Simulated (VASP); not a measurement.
Wanted: the native input for a VASP 6.6.1 run.

```yaml
Task: single point
Functional: PBE
Potentials_or_basis: VASP PAW PBE potentials, release 64 (C, Si)
Cutoff: 520 eV
k_mesh: 10 × 10 × 10
Occupations: fermi-dirac, width 0.02 eV
Spin: no spin polarisation
Dipole_correction: no
Further_INCAR_settings: ALGO = Normal; EDIFF = 1e-06; NBANDS = 16
```

The structure of SiC3 lies in POSCAR:

```
SiC3
1.0
    1.4154339593      0.8172011774      4.4276966196
   -1.4154339593      0.8172011774      4.4276966196
    0.0000000000     -1.6344023549      4.4276966196
C Si
3 1
Direct
    1.0083656995      0.0083656995      0.0083656995
    0.4903070679      0.4903070679      0.4903070679
    0.3781286560      0.3781286560      0.3781286560
    0.8731985767      0.8731985767      0.8731985767
```

This cell differs from its parent crystal: uniaxial z strain -5.2%.

The input as run:

INCAR

```
PREC = Accurate
ENCUT = 520
EDIFF = 1E-6
ISMEAR = -1
SIGMA = 0.02
LREAL = F
LASPH = T
NELM = 60
ALGO = Normal
ISIF = 2
LWAVE = F
LCHARG = F
GGA = PE
NBANDS = 16
```

KPOINTS

```
Automatic mesh
0
Gamma
  10 10 10
```

Potentials or basis: VASP PAW PBE potentials, release 64 (C, Si).

Command:

```sh
$ cat potpaw_PBE.64/C/POTCAR potpaw_PBE.64/Si/POTCAR > POTCAR
$ mpirun -np 1 vasp_std > vasp.out
```

Results of the run:

| Property | Result |
| --- | --- |
| Pressure | 22.7 GPa |
| Largest force | 0.287 eV/Å |
| Band gap on the k mesh | 1.86 eV, indirect (least direct gap 3.31 eV) |

Caveat: the cell differs from its parent crystal (uniaxial z strain -5.2%).

Run time: 65 s on 1 thread of Intel(R) Xeon(R) 6975P-C (Granite Rapids), on a shared host, peak memory 0.21 GiB.
